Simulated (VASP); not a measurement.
# SiO2 (I-42d) in VASP: further runs

Runs on SiO2. Level: PBE. Tasks: single point.

Program: VASP 6.6.1. These are calculated values, not measurements. Logs are shortened: lines on timing, memory, paths and dates and some standing lists are left out, and cuts for length are marked.

### Step 1. The cell of the first run

Symmetry: I-42d, No. 122, tetragonal system. The conventional cell has a = 4.901 Å, b = 4.901 Å, c = 7.010 Å, α = 90.00°, β = 90.00°, γ = 90.00°. Within 2.1 Å of Si (site symmetry -4) lie 4 O at 1.57 Å. O (site symmetry 2) has 2 Si at 1.57 Å within 2.1 Å.

### Step 2. Single point, PBE (strain -0.025 along x and y, -0.050 along z)

Contents of INCAR:

```
SYSTEM = SiO2
PREC = Accurate ; ENCUT = 520
EDIFF = 1E-7 ; ISMEAR = 0
SIGMA = 0.05 ; LREAL = .False.
LASPH = .True. ; NELM = 60
ALGO = Normal ; ISIF = 2
LWAVE = .False. ; LCHARG = .True.
GGA = PE ; LELF = .True.
LVHAR = .True. ; NBANDS = 25
```

Contents of KPOINTS:

```
regular mesh
0
Gamma
  6 6 6
  0 0 0
```

Contents of POSCAR:

```
SiO2
1.0
   -2.4505350379      2.4505350379      3.5049211370
    2.4505350379     -2.4505350379      3.5049211370
    2.4505350379      2.4505350379     -3.5049211370
Si O
2 4
Direct
    0.0000000000      0.0000000000      0.0000000000
    0.7500000000      0.2500000000      0.5000000000
    0.9670112602      0.6250000000      0.8420112602
    0.3750000000      0.2170112602      0.3420112602
    0.7829887398      0.1250000000      0.1579887398
    0.8750000000      0.0329887398      0.6579887398
```

Potentials or basis: VASP PAW PBE potentials, release 64 (Si, O).

The run is started by

```bash
$ cat potpaw_PBE.64/Si/POTCAR potpaw_PBE.64/O/POTCAR > POTCAR
$ mpirun -np 1 vasp_std > vasp.out
```

OUTCAR:

```text
SYSTEM = SiO2
   PREC = Accurate
   ENCUT = 520
   EDIFF = 1E-7
   ISMEAR = 0
   LREAL = .False.
   LASPH = .True.
   NELM = 60
   ISIF = 2
   GGA = PE

 ion  position               nearest neighbor table
   1  0.000  0.000  0.000-   6 1.57   5 1.57   3 1.57   4 1.57   2 3.01   2 3.01   2 3.01   2 3.01

   2  0.750  0.250  0.500-   5 1.57   4 1.57   6 1.57   3 1.57   1 3.01   1 3.01   1 3.01   1 3.01

   3  0.967  0.625  0.842-   1 1.57   2 1.57
   4  0.375  0.217  0.342-   2 1.57   1 1.57
   5  0.783  0.125  0.158-   2 1.57   1 1.57
   6  0.875  0.033  0.658-   1 1.57   2 1.57

  LATTYP: Found a body centered tetragonal cell.
 ALAT       =     4.9010700758
 C/A-ratio  =     1.4302677100

  Lattice vectors:

 A1 = (  -2.4505350379,   2.4505350379,   3.5049211370)
 A2 = (   2.4505350379,  -2.4505350379,   3.5049211370)
 A3 = (   2.4505350379,   2.4505350379,  -3.5049211370)

Analysis of symmetry for initial positions (statically):
=====================================================================
 Subroutine PRICEL returns:
 Original cell was already a primitive cell.

 Routine SETGRP: Setting up the symmetry group for a
 body centered tetragonal supercell.

 Subroutine GETGRP returns: Found  8 space group operations
 (whereof  4 operations were pure point group operations)
 out of a pool of 16 trial point group operations.

The static configuration has the point symmetry S_4 .
 The point group associated with its full space group is D_2d.

Analysis of symmetry for dynamics (positions and initial velocities):
=====================================================================
 Subroutine PRICEL returns:
 Original cell was already a primitive cell.

 Routine SETGRP: Setting up the symmetry group for a
 body centered tetragonal supercell.

 Subroutine GETGRP returns: Found  8 space group operations
 (whereof  4 operations were pure point group operations)
 out of a pool of 16 trial point group operations.

The dynamic configuration has the point symmetry S_4 .
 The point group associated with its full space group is D_2d.

 Subroutine INISYM returns: Found  8 space group operations
 (whereof  4 operations are pure point group operations),
 and found     1 'primitive' translations

----------------------------------------------------------------------------------------

                                     Primitive cell

  volume of cell :      84.1899

  direct lattice vectors                    reciprocal lattice vectors
    -2.450535038  2.450535038  3.504921137     0.000000000  0.204037074  0.142656562
     2.450535038 -2.450535038  3.504921137     0.204037074  0.000000000  0.142656562
     2.450535038  2.450535038 -3.504921137     0.204037074  0.204037074  0.000000000

  length of vectors
     4.928967044  4.928967044  4.928967044     0.248961890  0.248961890  0.288551998

  position of ions in fractional coordinates (direct lattice)
     0.000000000  0.000000000  0.000000000
     0.750000000  0.250000000  0.500000000
     0.967011260  0.625000000  0.842011260
     0.375000000  0.217011260  0.342011260
     0.782988740  0.125000000  0.157988740
     0.875000000  0.032988740  0.657988740

  ion indices of the primitive-cell ions
   primitive index   ion index
                 1           1
                 2           2
                 3           3
                 4           4
                 5           5
                 6           6

----------------------------------------------------------------------------------------

 KPOINTS: regular mesh

Automatic generation of k-mesh.
 Grid dimensions read from file:
 generate k-points for:    6    6    6

 Generating k-lattice:

  Cartesian coordinates                     Fractional coordinates (reciprocal lattice)
     0.000000000  0.034006179  0.023776094     0.166666667  0.000000000  0.000000000
     0.034006179  0.000000000  0.023776094     0.000000000  0.166666667  0.000000000
     0.034006179  0.034006179  0.000000000     0.000000000  0.000000000  0.166666667

  Length of vectors
     0.041493648  0.041493648  0.048092000

  Shift w.r.t. Gamma in fractional coordinates (k-lattice)
     0.000000000  0.000000000  0.000000000

 Subroutine IBZKPT returns following result:
 ===========================================

 Found     30 irreducible k-points:

 Following reciprocal coordinates:
            Coordinates               Weight
  0.000000  0.000000  0.000000      1.000000
  0.166667  0.000000 -0.000000      8.000000
  0.333333  0.000000 -0.000000      8.000000
  0.500000  0.000000 -0.000000      4.000000
  0.166667  0.166667 -0.000000      8.000000
  0.333333  0.166667  0.000000     16.000000
[... 16 lines left out ...]
 -0.333333 -0.333333  0.166667      8.000000
 -0.166667 -0.333333  0.166667      8.000000
 [... further k-points ...]
   k-points           NKPTS =     30   k-points in BZ     NKDIM =     30   number of bands    NBANDS=     25
   number of dos      NEDOS =    301   number of ions     NIONS =      6
   total plane-waves  NPLWV =  64000
   dimension x,y,z NGX =    40 NGY =   40 NGZ =   40
   dimension x,y,z NGXF=    80 NGYF=   80 NGZF=   80
   ions per type =               2   4
   NGX,Y,Z   is equivalent  to a cutoff of  13.49, 13.49, 13.49 a.u.
   NGXF,Y,Z  is equivalent  to a cutoff of  26.98, 26.98, 26.98 a.u.
 SYSTEM =  SiO2
   PREC   = accura    normal or accurate (medium, high low for compatibility)
   ISTART =      0    job   : 0-new  1-cont  2-samecut
   ICHARG =      2    charge: 1-file 2-atom 10-const
   ISPIN  =      1    spin polarized calculation?
   LNONCOLLINEAR =      F non collinear calculations
   LSORBIT =      F    spin-orbit coupling
   LASPH  =      T    aspherical Exc in radial PAW
   ENCUT  =  520.0 eV  38.22 Ry    6.18 a.u.   9.16  9.16  9.16*2*pi/ulx,y,z
   NELM   =     60;   NELMIN=  2; NELMDL= -5     # of ELM steps
   EDIFF  = 0.1E-06   stopping-criterion for ELM
   LREAL  =      F    real-space projection
   EDIFFG = 0.1E-05   stopping-criterion for IOM
   NSW    =      0    number of steps for IOM
   IBRION =     -1    ionic relax: 0-MD 1-quasi-New 2-CG
   NFREE  =      0    steps in history (QN), initial steepest desc. (CG)
   ISIF   =      2    stress and relaxation
   ISYM   =      2    0-nonsym 1-usesym 2-fastsym
   POTIM  = 0.5000    time-step for ionic-motion
   TEBEG  =    0.0;   TEEND  =   0.0 temperature during run
   PSTRESS=    0.0 pullay stress
   NELECT =      32.0000    total number of electrons
   NUPDOWN=      -1.0000    fix difference up-down
   EMIN   =  10.00;   EMAX   =-10.00  energy-range for DOS
   EFERMI =   0.00;   METHOD = LEGACY
   ISMEAR =     0;   SIGMA  =   0.05  broadening in eV -4-tet -1-fermi 0-gaus
   EFERMI_NEDOS =   21; number of points for ismear=-14 and -15
   IALGO  =     38    algorithm
   IMIX   =      4    mixing-type and parameters
     AMIX     =   0.40;   BMIX     =  1.00
     AMIX_MAG =   1.60;   BMIX_MAG =  1.00
  volume/ion in A,a.u.               =      14.03        94.69
  Fermi-wavevector in a.u.,A,eV,Ry     =   1.185873  2.240975 19.133798  1.406294
  Thomas-Fermi vector in A             =   2.322057
   LORBIT       =      0    0 simple, 1 ext, 2 COOP (PROOUT), +10 PAW based schemes
   GGA     = PE    functional components
   LHFCALC =     F    Hartree Fock is set to
   AEXX    =    0.0000 exact exchange contribution
   IVDW    =     0    specifies the selected vdW correction
   LEPSILON=     F    determine dielectric tensor
   LRPA    =     F    only Hartree local field effects (RPA)
 non-spin polarized calculation
 Gauss-broadening in eV      SIGMA  =   0.05
  energy-cutoff  :      520.00
  volume of cell :       84.19
 maximum number of plane-waves:      2285
 NGX is ok and might be reduce to    40
   NGX = 19   NGY = 19   NGZ = 19

 number of electron      32.0000004 magnetization

 Free energy of the ion-electron system (eV)
  ---------------------------------------------------
  ext. energy  EPLUGINS =         0.00000000
  ---------------------------------------------------
  free energy    TOTEN  =       -46.97685420 eV

  energy without entropy =      -46.97685420  energy(sigma->0) =      -46.97685420

 E-fermi :   0.2707     XC(G=0):  -8.3962

 val. band max:        0.0126027972   @ k =   0.0000   0.0000   0.0000
 cond. band min:       6.2652338844   @ k =   0.0000   0.0000   0.0000
 fundamental gap:      6.2526310871
 Fermi energy:         0.2707000994

 k-point     1 :       0.0000    0.0000    0.0000
  band No.  band energies     occupation
      1     -19.6079      2.00000
      2     -17.3474      2.00000
      3     -17.3474      2.00000
      4     -17.2101      2.00000
      5      -9.4588      2.00000
      6      -5.7761      2.00000
[... 17 lines left out ...]
     24      13.2187      0.00000
     25      14.0354      0.00000

 k-point     2 :       0.1667    0.0000   -0.0000
  band No.  band energies     occupation
      1     -19.5181      2.00000
      2     -17.4769      2.00000
      3     -17.3533      2.00000
      4     -17.2465      2.00000
      5      -9.2305      2.00000
      6      -5.8189      2.00000
[... 17 lines left out ...]
     24      13.3952      0.00000
     25      14.0824      0.00000

 k-point     3 :       0.3333    0.0000   -0.0000
  band No.  band energies     occupation
      1     -19.2905      2.00000
      2     -17.8260      2.00000
      3     -17.3641      2.00000
      4     -17.2705      2.00000
      5      -8.7195      2.00000
      6      -5.9991      2.00000
[... 552 lines left out ...]
 k-point    23 :      -0.3333   -0.3333    0.1667
  band No.  band energies     occupation
      1     -19.0609      2.00000
      2     -18.0841      2.00000
      3     -17.3770      2.00000
      4     -17.3451      2.00000
      5      -8.1735      2.00000
      6      -6.3752      2.00000
[... 17 lines left out ...]
     24      13.7931      0.00000
     25      14.4401      0.00000

 k-point    24 :      -0.1667   -0.3333    0.1667
  band No.  band energies     occupation
      1     -19.2879      2.00000
      2     -17.7726      2.00000
      3     -17.3698      2.00000
      4     -17.3347      2.00000
      5      -8.6641      2.00000
      6      -5.9716      2.00000
[... 17 lines left out ...]
     24      13.5407      0.00000
     25      14.1925      0.00000

 [... further k-points ...]

------------------------ aborting loop because EDIFF is reached ----------------------------------------

  FORCE on cell =-STRESS in cart. coord.  units (eV):
  Direction    XX          YY          ZZ          XY          YZ          ZX
  --------------------------------------------------------------------------------------
  -------------------------------------------------------------------------------------
  Total       10.0018616     10.0018616     10.2599644      0.0000000      0.0000000      0.0000000
  in kB      190.3405633    190.3405633    195.2523905      0.0000000      0.0000000      0.0000000
  external PRESSURE =     191.9778391 kB  Pullay stress =       0.0000000 kB

 VOLUME and BASIS-vectors are now :
 -----------------------------------------------------------------------------
  energy-cutoff  :      520.00
  volume of cell :       84.19
      direct lattice vectors                 reciprocal lattice vectors
    -2.450535038  2.450535038  3.504921137     0.000000000  0.204037074  0.142656562
     2.450535038 -2.450535038  3.504921137     0.204037074  0.000000000  0.142656562
     2.450535038  2.450535038 -3.504921137     0.204037074  0.204037074  0.000000000

 POSITION                                       TOTAL-FORCE (eV/Angst)
 -----------------------------------------------------------------------------------
      0.00000      0.00000      0.00000         0.000000     -0.000000      0.000000
      0.00000      2.45054      1.75246         0.000000     -0.000000      0.000000
      1.22527      2.90149      2.62869         0.000000      1.145153      0.000000
      0.45095      1.22527      0.87623         1.145153     -0.000000      0.000000
     -1.22527      1.99958      2.62869         0.000000     -1.145153      0.000000
     -0.45095      3.67580      0.87623        -1.145153     -0.000000      0.000000
 -----------------------------------------------------------------------------------
    total drift:                               -0.000001     -0.000001     -0.000002

  FREE ENERGIE OF THE ION-ELECTRON SYSTEM (eV)
  ---------------------------------------------------
  free  energy   TOTEN  =       -46.9768541950 eV

  energy  without entropy=      -46.9768541950  energy(sigma->0) =      -46.97685420
```

Wall time 47 s (1 thread of AMD EPYC 9R45 (Zen 5), shared host); peak memory 0.21 GiB.

Results:

- Free energy: -46.9769 eV
- Pressure: 19.2 GPa
- Largest force: 1.145 eV/Å
- Band gap on the k mesh: 6.25 eV, direct

Forces in eV/Å, atoms in the order of the input:
```
Si   0.000  0.000  0.000
Si   0.000  0.000  0.000
O    0.000  1.145  0.000
O    1.145  0.000  0.000
O    0.000 -1.145  0.000
O   -1.145  0.000  0.000
```

Caveat: the cell differs from its parent crystal (strain -0.025 along x and y, -0.050 along z); forces of over 1 eV/Å act on the atoms, so gaps and moduli don't describe the material at rest.

### Step 3. Single point, PBE (strain -0.050 along x and y, +0.025 along z)

Contents of INCAR:

```
ALGO = Normal ; EDIFF = 1E-6
ENCUT = 520 ; GGA = PE
ISIF = 2 ; ISMEAR = 0
LASPH = True ; LCHARG = False
LREAL = False ; LWAVE = False
NBANDS = 25 ; NELM = 80
PREC = Accurate ; SIGMA = 0.05
```

Contents of KPOINTS:

```
k-points
0
Gamma
  6 6 6
```

Edit POSCAR of step 2 so:

```diff
@@ -2,5 +2,5 @@
 1.0
-   -2.4505350379      2.4505350379      3.5049211370
-    2.4505350379     -2.4505350379      3.5049211370
-    2.4505350379      2.4505350379     -3.5049211370
+   -2.3877008061      2.3877008061      3.7816254373
+    2.3877008061     -2.3877008061      3.7816254373
+    2.3877008061      2.3877008061     -3.7816254373
 Si O
```

Potentials or basis: VASP PAW PBE potentials, release 64 (Si, O).

The run is started by

```bash
$ cat potpaw_PBE.64/Si/POTCAR potpaw_PBE.64/O/POTCAR > POTCAR
$ mpirun -np 1 vasp_std > vasp.out
```

OUTCAR:

```text
EDIFF = 1E-6
   ENCUT = 520
   GGA = PE
   ISIF = 2
   ISMEAR = 0
   LASPH = True
   LREAL = False
   NELM = 80
   PREC = Accurate

 ion  position               nearest neighbor table
   1  0.000  0.000  0.000-   3 1.58   4 1.58   5 1.58   6 1.58   2 3.05   2 3.05   2 3.05   2 3.05

   2  0.750  0.250  0.500-   3 1.58   4 1.58   5 1.58   6 1.58   1 3.05   1 3.05   1 3.05   1 3.05

   3  0.967  0.625  0.842-   1 1.58   2 1.58
   4  0.375  0.217  0.342-   1 1.58   2 1.58
   5  0.783  0.125  0.158-   1 1.58   2 1.58
   6  0.875  0.033  0.658-   1 1.58   2 1.58

  LATTYP: Found a body centered tetragonal cell.
 ALAT       =     4.7754016122
 C/A-ratio  =     1.5837936762

  Lattice vectors:

 A1 = (  -2.3877008061,   2.3877008061,   3.7816254373)
 A2 = (   2.3877008061,  -2.3877008061,   3.7816254373)
 A3 = (   2.3877008061,   2.3877008061,  -3.7816254373)

Analysis of symmetry for initial positions (statically):
[... 179 lines left out ...]
  ---------------------------------------------------
  free energy    TOTEN  =       -47.14517173 eV

  energy without entropy =      -47.14517173  energy(sigma->0) =      -47.14517173

 E-fermi :   0.2552     XC(G=0):  -8.3067

 val. band max:       -0.0596594058   @ k =   0.0000   0.0000   0.0000
 cond. band min:       5.9731146058   @ k =   0.0000   0.0000   0.0000
 fundamental gap:      6.0327740116
 Fermi energy:         0.2552315687

 k-point     1 :       0.0000    0.0000    0.0000
  band No.  band energies     occupation
      1     -19.6224      2.00000
      2     -17.5035      2.00000
      3     -17.3317      2.00000
      4     -17.3317      2.00000
      5      -9.5913      2.00000
      6      -5.7484      2.00000
[... 661 lines left out ...]
     24      13.5261      0.00000
     25      13.9297      0.00000

 [... further k-points ...]
[... 5 lines left out ...]
  --------------------------------------------------------------------------------------
  -------------------------------------------------------------------------------------
  Total        8.0119492      8.0119492      6.0650410      0.0000000     -0.0000000      0.0000000
  in kB      148.8505546    148.8505546    112.6797857      0.0000000     -0.0000000      0.0000000
  external PRESSURE =     136.7936316 kB  Pullay stress =       0.0000000 kB

 VOLUME and BASIS-vectors are now :
 -----------------------------------------------------------------------------
  energy-cutoff  :      520.00
  volume of cell :       86.24
      direct lattice vectors                 reciprocal lattice vectors
    -2.387700806  2.387700806  3.781625437     0.000000000  0.209406471  0.132218277
     2.387700806 -2.387700806  3.781625437     0.209406471  0.000000000  0.132218277
     2.387700806  2.387700806 -3.781625437     0.209406471  0.209406471  0.000000000

 POSITION                                       TOTAL-FORCE (eV/Angst)
 -----------------------------------------------------------------------------------
      0.00000      0.00000      0.00000         0.000000     -0.000000     -0.000000
      0.00000      2.38770      1.89081         0.000000     -0.000000      0.000000
      1.19385      2.82709      2.83622         0.000000      0.924340     -0.000000
      0.43939      1.19385      0.94541         0.924340     -0.000000     -0.000000
     -1.19385      1.94831      2.83622         0.000000     -0.924340      0.000000
     -0.43939      3.58155      0.94541        -0.924340     -0.000000      0.000000
 -----------------------------------------------------------------------------------
    total drift:                               -0.000001     -0.000001     -0.000001

  FREE ENERGIE OF THE ION-ELECTRON SYSTEM (eV)
  ---------------------------------------------------
  free  energy   TOTEN  =       -47.1451717286 eV

  energy  without entropy=      -47.1451717286  energy(sigma->0) =      -47.14517173
```

stdout:

```text
POSCAR found type information on POSCAR SiO
 POSCAR found :  2 types and       6 ions
 scaLAPACK will be used
 LDA part: xc-table for (Slater+PW92), standard interpolation
 POSCAR, INCAR and KPOINTS ok, starting setup
 FFT: planning ... GRIDC
 FFT: planning ... GRID_SOFT
 FFT: planning ... GRID
 WAVECAR not read
 entering main loop
```

Wall time 42 s (1 thread of AMD EPYC 9R45 (Zen 5), shared host); peak memory 0.21 GiB.

What came out:

| Quantity | Value |
| --- | --- |
| Free energy | -47.1452 eV |
| Pressure | 13.7 GPa |
| Largest force | 0.924 eV/Å |
| Band gap on the k mesh | 6.03 eV, direct |

Forces on the atoms (eV/Å):
```
Si   0.000  0.000  0.000
Si   0.000  0.000  0.000
O    0.000  0.924  0.000
O    0.924  0.000  0.000
O    0.000 -0.924  0.000
O   -0.924  0.000  0.000
```

Stress tensor (GPa, compression positive):
```
14.89  0.00  0.00
 0.00 14.89  0.00
 0.00  0.00 11.27
```

Caveat: the cell differs from its parent crystal (strain -0.050 along x and y, +0.025 along z).

(Part 1 of 3 ends here.)
